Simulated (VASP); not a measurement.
# Cr (I4/mmm) in VASP: a series of runs

Cr is run at these levels: LDA; tasks: single point.

Everything below comes from runs of VASP 6.6.1. Logs are shortened: lines on timing, memory, paths and dates and some standing lists are left out, and cuts for length are marked.

**1. The cell of the first run**

The structure is tetragonal, space group I4/mmm (No. 139). The conventional cell has a = 2.999 Å, b = 2.999 Å, c = 2.910 Å, α = 90.00°, β = 90.00°, γ = 90.00°. Cr (site symmetry 4/mmm) has 14 Cr at 2.57 to 3.00 Å within 3.4 Å.

**2. Single point, LDA, collinear spin, antiferromagnetic start (stretched by -2 % along [0.0, 0.0, 1.0] at fixed volume)**

File INCAR:

```
PREC = Accurate ; ENCUT = 520
EDIFF = 1E-7 ; ISMEAR = -1
SIGMA = 0.05 ; LREAL = False
LASPH = True ; NELM = 150
ALGO = Normal ; ISIF = 2
LWAVE = False ; LCHARG = False
ISPIN = 2 ; MAGMOM = -3 3
LORBIT = 11 ; LMAXMIX = 4
GGA = CA ; NBANDS = 23
```

File KPOINTS:

```
regular mesh
0
Gamma
  8 8 8
```

File POSCAR:

```
Cr
1.0
    2.9990412382      0.0000000000      0.0000000000
    0.0000000000      2.9990412382      0.0000000000
    0.0000000000      0.0000000000      2.9095213680
Cr
2
Direct
    0.0000000000      0.0000000000      0.0000000000
    0.5000000000      0.5000000000      0.5000000000
```

Potentials or basis: VASP PAW LDA potentials, release 64 (Cr_pv).

Run with:

```
$ cat potpaw_LDA.64/Cr_pv/POTCAR > POTCAR
$ mpirun -np 1 vasp_std > vasp.out
```

OUTCAR:

```text
PREC = Accurate
   ENCUT = 520
   EDIFF = 1E-7
   ISMEAR = -1
   LREAL = False
   LASPH = True
   NELM = 150
   ISIF = 2
   ISPIN = 2
   LORBIT = 11
   GGA = CA

 ion  position               nearest neighbor table
   1  0.000  0.000  0.000-   2 2.57   2 2.57   2 2.57   2 2.57   2 2.57   2 2.57   2 2.57   2 2.57

   2  0.500  0.500  0.500-   1 2.57   1 2.57   1 2.57   1 2.57   1 2.57   1 2.57   1 2.57   1 2.57

  LATTYP: Found a simple tetragonal cell.
 ALAT       =     2.9990412382
 C/A-ratio  =     0.9701505037

  Lattice vectors:

 A1 = (   2.9990412382,   0.0000000000,   0.0000000000)
 A2 = (   0.0000000000,   2.9990412382,   0.0000000000)
 A3 = (   0.0000000000,   0.0000000000,   2.9095213680)

Analysis of symmetry for initial positions (statically):
=====================================================================
 Subroutine PRICEL returns following result:

  LATTYP: Found a body centered tetragonal cell.
 ALAT       =     2.9990412382
 C/A-ratio  =     0.9701505037

  Lattice vectors:

 A1 = (  -1.4995206191,  -1.4995206191,  -1.4547606840)
 A2 = (   1.4995206191,   1.4995206191,  -1.4547606840)
 A3 = (   1.4995206191,  -1.4995206191,   1.4547606840)

   2 primitive cells build up your supercell.

 Routine SETGRP: Setting up the symmetry group for a
 simple tetragonal supercell.

 Subroutine GETGRP returns: Found 16 space group operations
 (whereof 16 operations were pure point group operations)
 out of a pool of 16 trial point group operations.

The static configuration has the point symmetry D_4h.

Analysis of symmetry for dynamics (positions and initial velocities):
=====================================================================
 Subroutine PRICEL returns following result:

  LATTYP: Found a body centered tetragonal cell.
 ALAT       =     2.9990412382
 C/A-ratio  =     0.9701505037

  Lattice vectors:

 A1 = (  -1.4995206191,  -1.4995206191,  -1.4547606840)
 A2 = (   1.4995206191,   1.4995206191,  -1.4547606840)
 A3 = (   1.4995206191,  -1.4995206191,   1.4547606840)

   2 primitive cells build up your supercell.

 Routine SETGRP: Setting up the symmetry group for a
 simple tetragonal supercell.

 Subroutine GETGRP returns: Found 16 space group operations
 (whereof 16 operations were pure point group operations)
 out of a pool of 16 trial point group operations.

The dynamic configuration has the point symmetry D_4h.

Analysis of structural, dynamic, and magnetic symmetry:
=====================================================================
 Subroutine PRICEL returns following result:

  LATTYP: Found a body centered tetragonal cell.
 ALAT       =     2.9990412382
 C/A-ratio  =     0.9701505037

  Lattice vectors:

 A1 = (  -1.4995206191,  -1.4995206191,  -1.4547606840)
 A2 = (   1.4995206191,   1.4995206191,  -1.4547606840)
 A3 = (   1.4995206191,  -1.4995206191,   1.4547606840)

   2 primitive cells build up your supercell.

 Routine SETGRP: Setting up the symmetry group for a
 simple tetragonal supercell.

 Subroutine GETGRP returns: Found 16 space group operations
 (whereof 16 operations were pure point group operations)
 out of a pool of 16 trial point group operations.

The overall configuration has the point symmetry D_4h.

 Subroutine INISYM returns: Found 16 space group operations
 (whereof 16 operations are pure point group operations),
 and found     2 'primitive' translations

----------------------------------------------------------------------------------------

                                     Primitive cell

  volume of cell :      13.0845

  direct lattice vectors                    reciprocal lattice vectors
    -1.499520619 -1.499520619 -1.454760684     0.000000000 -0.333439896 -0.343699143
     1.499520619  1.499520619 -1.454760684     0.333439896  0.000000000 -0.343699143
     1.499520619 -1.499520619  1.454760684     0.333439896 -0.333439896  0.000000000

  length of vectors
     2.571663435  2.571663435  2.571663435     0.478864558  0.478864558  0.471555224

  position of ions in fractional coordinates (direct lattice)
     0.000000000  0.000000000  0.000000000

  ion indices of the primitive-cell ions
   primitive index   ion index
                 1           1

----------------------------------------------------------------------------------------

 KPOINTS: regular mesh

Automatic generation of k-mesh.
 Grid dimensions read from file:
 generate k-points for:    8    8    8

 Generating k-lattice:

  Cartesian coordinates                     Fractional coordinates (reciprocal lattice)
     0.041679987  0.000000000  0.000000000     0.125000000  0.000000000  0.000000000
     0.000000000  0.041679987  0.000000000     0.000000000  0.125000000  0.000000000
     0.000000000  0.000000000  0.042962393     0.000000000  0.000000000  0.125000000

  Length of vectors
     0.041679987  0.041679987  0.042962393

  Shift w.r.t. Gamma in fractional coordinates (k-lattice)
     0.000000000  0.000000000  0.000000000

 Subroutine IBZKPT returns following result:
 ===========================================

 Found     75 irreducible k-points:

 Following reciprocal coordinates:
            Coordinates               Weight
  0.000000  0.000000  0.000000      1.000000
  0.125000  0.000000  0.000000      4.000000
  0.250000  0.000000  0.000000      4.000000
  0.375000  0.000000  0.000000      4.000000
  0.500000  0.000000  0.000000      2.000000
  0.125000  0.125000  0.000000      4.000000
[... 16 lines left out ...]
  0.375000  0.125000  0.125000     16.000000
  0.500000  0.125000  0.125000      8.000000
 [... further k-points ...]
   k-points           NKPTS =     75   k-points in BZ     NKDIM =     75   number of bands    NBANDS=     23
   number of dos      NEDOS =    301   number of ions     NIONS =      2
   total plane-waves  NPLWV =  13824
   dimension x,y,z NGX =    24 NGY =   24 NGZ =   24
   dimension x,y,z NGXF=    48 NGYF=   48 NGZF=   48
   ions per type =               2
   NGX,Y,Z   is equivalent  to a cutoff of  13.30, 13.30, 13.71 a.u.
   NGXF,Y,Z  is equivalent  to a cutoff of  26.61, 26.61, 27.43 a.u.
 SYSTEM =  unknown system
   PREC   = accura    normal or accurate (medium, high low for compatibility)
   ISTART =      0    job   : 0-new  1-cont  2-samecut
   ICHARG =      2    charge: 1-file 2-atom 10-const
[... 30 lines left out ...]
   LORBIT       =     11    0 simple, 1 ext, 2 COOP (PROOUT), +10 PAW based schemes
   GGA     = CA    functional components
   LHFCALC =     F    Hartree Fock is set to
   AEXX    =    0.0000 exact exchange contribution
   IVDW    =     0    specifies the selected vdW correction
   LEPSILON=     F    determine dielectric tensor
   LRPA    =     F    only Hartree local field effects (RPA)
 spin polarized calculation
  energy-cutoff  :      520.00
  volume of cell :       26.17
 maximum number of plane-waves:       727
 NGX is ok and might be reduce to    24
   NGX = 11   NGY = 11   NGZ = 11

 number of electron      24.0000003 magnetization      -0.0000000

 number of electron      24.0000003 magnetization       0.0000000

 Free energy of the ion-electron system (eV)
  ---------------------------------------------------
  ext. energy  EPLUGINS =         0.00000000
  ---------------------------------------------------
  free energy    TOTEN  =       -20.64952837 eV

  energy without entropy =      -20.64161392  energy(sigma->0) =      -20.64557114

 E-fermi :   9.0857     XC(G=0): -13.2731

 val. band max:        9.0481290992   @ k =   0.3750   0.1250   0.0000
 cond. band min:       9.0860215968   @ k =   0.3750   0.0000   0.0000
 fundamental gap:      0.0378924976
 Fermi energy:         9.0857417683

 spin component 1

 k-point     1 :       0.0000    0.0000    0.0000
  band No.  band energies     occupation
      1     -34.0772      1.00000
      2     -34.0772      1.00000
      3     -34.0353      1.00000
      4     -32.9549      1.00000
      5     -32.9549      1.00000
      6     -32.9208      1.00000
[... 15 lines left out ...]
     22      19.3646      0.00000
     23      24.7058      0.00000

 k-point     2 :       0.1250    0.0000    0.0000
  band No.  band energies     occupation
      1     -34.0849      1.00000
      2     -34.0695      1.00000
      3     -34.0287      1.00000
      4     -32.9773      1.00000
      5     -32.9609      1.00000
      6     -32.9257      1.00000
[... 15 lines left out ...]
     22      19.9993      0.00000
     23      25.0292      0.00000

 k-point     3 :       0.2500    0.0000    0.0000
  band No.  band energies     occupation
      1     -34.1031      1.00000
      2     -34.0506      1.00000
      3     -34.0124      1.00000
      4     -33.0315      1.00000
      5     -32.9757      1.00000
      6     -32.9378      1.00000
[... 15 lines left out ...]
     22      21.6331      0.00000
     23      25.1795      0.00000
[... 495 lines left out ...]
 k-point    23 :       0.3750    0.1250    0.1250
  band No.  band energies     occupation
      1     -34.1365      1.00000
      2     -34.0523      1.00000
      3     -34.0201      1.00000
      4     -33.0650      1.00000
      5     -32.9951      1.00000
      6     -32.9574      1.00000
[... 15 lines left out ...]
     22      21.7786      0.00000
     23      24.5952      0.00000

 k-point    24 :       0.5000    0.1250    0.1250
  band No.  band energies     occupation
      1     -34.1455      1.00000
      2     -34.0534      1.00000
      3     -34.0142      1.00000
      4     -33.0766      1.00000
      5     -33.0017      1.00000
      6     -32.9599      1.00000
[... 15 lines left out ...]
     22      22.8507      0.00000
     23      23.5473      0.00000

 [... further k-points ...]

 spin component 2

 k-point     1 :       0.0000    0.0000    0.0000
  band No.  band energies     occupation
      1     -34.0772      1.00000
      2     -34.0772      1.00000
      3     -34.0353      1.00000
      4     -32.9549      1.00000
      5     -32.9549      1.00000
      6     -32.9208      1.00000
[... 15 lines left out ...]
     22      19.3646      0.00000
     23      24.7058      0.00000

 k-point     2 :       0.1250    0.0000    0.0000
  band No.  band energies     occupation
      1     -34.0849      1.00000
      2     -34.0695      1.00000
      3     -34.0287      1.00000
      4     -32.9773      1.00000
      5     -32.9609      1.00000
      6     -32.9257      1.00000
[... 15 lines left out ...]
     22      19.9993      0.00000
     23      25.0292      0.00000

 k-point     3 :       0.2500    0.0000    0.0000
  band No.  band energies     occupation
      1     -34.1031      1.00000
      2     -34.0506      1.00000
      3     -34.0124      1.00000
      4     -33.0315      1.00000
      5     -32.9757      1.00000
      6     -32.9378      1.00000
[... 15 lines left out ...]
     22      21.6331      0.00000
     23      25.1795      0.00000
[... 495 lines left out ...]
 k-point    23 :       0.3750    0.1250    0.1250
  band No.  band energies     occupation
      1     -34.1365      1.00000
      2     -34.0523      1.00000
      3     -34.0201      1.00000
      4     -33.0650      1.00000
      5     -32.9951      1.00000
      6     -32.9574      1.00000
[... 15 lines left out ...]
     22      21.7786      0.00000
     23      24.5952      0.00000

 k-point    24 :       0.5000    0.1250    0.1250
  band No.  band energies     occupation
      1     -34.1455      1.00000
      2     -34.0534      1.00000
      3     -34.0142      1.00000
      4     -33.0766      1.00000
      5     -33.0017      1.00000
      6     -32.9599      1.00000
[... 15 lines left out ...]
     22      22.8507      0.00000
     23      23.5473      0.00000

 [... further k-points ...]
[... 5 lines left out ...]
  --------------------------------------------------------------------------------------
  -------------------------------------------------------------------------------------
  Total       -5.9457504     -5.9457504     -4.5454552      0.0000000      0.0000000      0.0000000
  in kB     -364.0246817   -364.0246817   -278.2925205      0.0000000      0.0000000      0.0000000
  external PRESSURE =    -335.4472946 kB  Pullay stress =       0.0000000 kB

 VOLUME and BASIS-vectors are now :
 -----------------------------------------------------------------------------
  energy-cutoff  :      520.00
  volume of cell :       26.17
      direct lattice vectors                 reciprocal lattice vectors
     2.999041238  0.000000000  0.000000000     0.333439896  0.000000000  0.000000000
     0.000000000  2.999041238  0.000000000     0.000000000  0.333439896  0.000000000
     0.000000000  0.000000000  2.909521368     0.000000000  0.000000000  0.343699143

 POSITION                                       TOTAL-FORCE (eV/Angst)
 -----------------------------------------------------------------------------------
      0.00000      0.00000      0.00000         0.000000      0.000000     -0.000000
      1.49952      1.49952      1.45476        -0.000000     -0.000000      0.000000
 -----------------------------------------------------------------------------------
    total drift:                                0.000000      0.000000     -0.000000

  FREE ENERGIE OF THE ION-ELECTRON SYSTEM (eV)
  ---------------------------------------------------
  free  energy   TOTEN  =       -20.6495283656 eV

  energy  without entropy=      -20.6416139190  energy(sigma->0) =      -20.64557114

 total charge

# of ion       s       p       d       tot
------------------------------------------
    1        0.390   6.325   4.114  10.829
    2        0.390   6.325   4.114  10.829
--------------------------------------------------
tot          0.779  12.650   8.228  21.657

 magnetization (x)

# of ion       s       p       d       tot
------------------------------------------
    1       -0.013  -0.004  -1.091  -1.109
    2        0.013   0.004   1.091   1.109
--------------------------------------------------
tot          0.000   0.000   0.000   0.000
```

Wall time 89 s (1 thread of AMD EPYC 9R45 (Zen 5), shared host); peak memory 0.14 GiB.

What came out:

- Free energy: -20.6495 eV
- Pressure: -33.5 GPa
- Band gap on the k mesh: zero (filled and empty bands overlap)
- Net moment: 0.00 μB per cell
- Site moments: Cr -1.11, +1.11 μB
- Valence electrons inside the program's atomic spheres: Cr 10.83

Levels at points of the mesh, in eV from the Fermi level:
Spin up:
```csv
k point,band 10,band 11,band 12,band 13,band 14,band 15
"(0.00, 0.00, 0.00)",-0.90,-0.69,-0.69,0.92,1.13,2.24
"(0.50, 0.00, 0.00)",-1.11,-0.73,-0.56,0.12,0.22,0.31
"(0.50, 0.50, 0.00)",-1.87,0.72,0.76,0.80,0.80,1.01
"(0.00, 0.00, 0.50)",-1.03,-0.77,-0.77,0.09,0.09,0.14
"(0.50, 0.00, 0.50)",-2.11,0.78,1.03,1.04,1.06,1.21
"(0.50, 0.50, 0.50)",-1.69,-1.69,-1.59,0.82,0.95,1.70
```
Spin down:
```
           k point  band 8  band 9  band 10  band 11  band 12  band 13  band 14  band 15  band 16  band 17
(0.00, 0.00, 0.00)   -3.65   -3.57    -0.90    -0.69    -0.69     0.92     1.13     2.24     2.24     2.28
(0.50, 0.00, 0.00)   -3.59   -1.82    -1.11    -0.73    -0.56     0.12     0.22     0.31     1.20     1.64
(0.50, 0.50, 0.00)   -3.77   -1.87    -1.87     0.72     0.76     0.80     0.80     1.01     1.64     2.53
(0.00, 0.00, 0.50)   -3.42   -1.74    -1.03    -0.77    -0.77     0.09     0.09     0.14     1.11     2.00
(0.50, 0.00, 0.50)   -3.77   -2.13    -2.11     0.78     1.03     1.04     1.06     1.21     1.78     2.55
(0.50, 0.50, 0.50)   -2.29   -2.18    -1.69    -1.69    -1.59     0.82     0.95     1.70     1.83     4.65
```

**3. Single point, LDA, collinear spin, antiferromagnetic start (stretched by -2 % along [0.0, 0.0, 1.0] at fixed volume)**

File INCAR:

```
SYSTEM = Cr
PREC = Accurate ; ENCUT = 520
EDIFF = 1E-6 ; ISMEAR = -1
SIGMA = 0.05 ; LREAL = .FALSE.
LASPH = .TRUE. ; NELM = 150
ALGO = Normal ; ISIF = 2
LWAVE = .FALSE. ; LCHARG = .TRUE.
ISPIN = 2 ; MAGMOM = -1.2 1.2
LORBIT = 11 ; LMAXMIX = 4
LELF = .TRUE. ; LVHAR = .TRUE.
NBANDS = 23
```

File KPOINTS:

```
regular mesh
0
G
  8 8 8
  0 0 0
```

POSCAR is that of step 2.

Potentials or basis: VASP PAW LDA potentials, release 64 (Cr_pv).

Run with:

```
$ cat potpaw_LDA.64/Cr_pv/POTCAR > POTCAR
$ mpirun -np 1 vasp_std > vasp.out
```

It took 1.7 min on 1 thread of AMD EPYC 9R45 (Zen 5), shared host; peak memory 0.14 GiB.

Results (log left out):

```
Free energy                                           : -20.6495 eV
Pressure                                              : -33.6 GPa
Band gap on the k mesh                                : zero (filled and empty bands overlap)
Net moment                                            : 0.00 μB per cell
Site moments                                          : Cr -1.11, +1.11 μB
Valence electrons inside the program's atomic spheres : Cr 10.83
```

Stress tensor (GPa, compression positive):
```
-36.41   0.00   0.00
  0.00 -36.41   0.00
  0.00   0.00 -27.83
```

Levels at points of the mesh, in eV from the Fermi level:
Spin up:
```tsv
k point	band 10	band 11	band 12	band 13	band 14	band 15
(0.00, 0.00, 0.00)	-0.90	-0.69	-0.69	0.92	1.13	2.24
(0.50, 0.00, 0.00)	-1.11	-0.73	-0.56	0.12	0.22	0.31
(0.50, 0.50, 0.00)	-1.87	0.72	0.76	0.80	0.80	1.01
(0.00, 0.00, 0.50)	-1.03	-0.77	-0.77	0.09	0.09	0.14
(0.50, 0.00, 0.50)	-2.11	0.78	1.03	1.04	1.06	1.21
(0.50, 0.50, 0.50)	-1.69	-1.69	-1.59	0.82	0.95	1.70
```
Spin down:
```tsv
k point	band 9	band 10	band 11	band 12	band 13	band 14	band 15	band 16
(0.00, 0.00, 0.00)	-3.57	-0.90	-0.69	-0.69	0.92	1.13	2.24	2.24
(0.50, 0.00, 0.00)	-1.82	-1.11	-0.73	-0.56	0.12	0.22	0.31	1.20
(0.50, 0.50, 0.00)	-1.87	-1.87	0.72	0.76	0.80	0.80	1.01	1.64
(0.00, 0.00, 0.50)	-1.74	-1.03	-0.77	-0.77	0.09	0.09	0.14	1.11
(0.50, 0.00, 0.50)	-2.13	-2.11	0.78	1.03	1.04	1.06	1.21	1.78
(0.50, 0.50, 0.50)	-2.18	-1.69	-1.69	-1.59	0.82	0.95	1.70	1.83
```

**4. Single point, LDA, non-collinear spin, typed start, spin-orbit coupling (stretched by -2 % along [0.0, 0.0, 1.0] at fixed volume)**

File INCAR:

```
PREC = Accurate
ENCUT = 520
EDIFF = 1E-7
ISMEAR = -1
SIGMA = 0.05
LREAL = F
LASPH = T
NELM = 150
ALGO = Normal
ISIF = 2
LWAVE = F
LCHARG = F
MAGMOM = 0 0 -1.2 0 0 1.2
LORBIT = 11
LSORBIT = T
GGA_COMPAT = F
LORBMOM = T
LMAXMIX = 4
NBANDS = 36
```

File KPOINTS:

```
Automatic mesh
0
Gamma
  8 8 8
```

POSCAR is that of step 3.

Run with:

```
$ cat potpaw_LDA.64/Cr_pv/POTCAR > POTCAR
$ mpirun -np 1 vasp_ncl > vasp.out
```

Run time: 3 min. Hardware: 1 thread of AMD EPYC 9R45 (Zen 5), shared host; peak memory 0.2 GiB.

It converged, with:

* Free energy: -20.6742 eV
* Pressure: -33.5 GPa
* Net moment: 0.00 μB per cell
* Valence electrons inside the program's atomic spheres: Cr 10.83

Stress tensor (GPa, compression positive):
```
-36.39   0.00   0.00
  0.00 -36.39   0.00
  0.00   0.00 -27.84
```

Moments on the atoms (μB; x, y, z):
```
Cr   0.00  0.00 -1.10
Cr   0.00  0.00  1.10
```
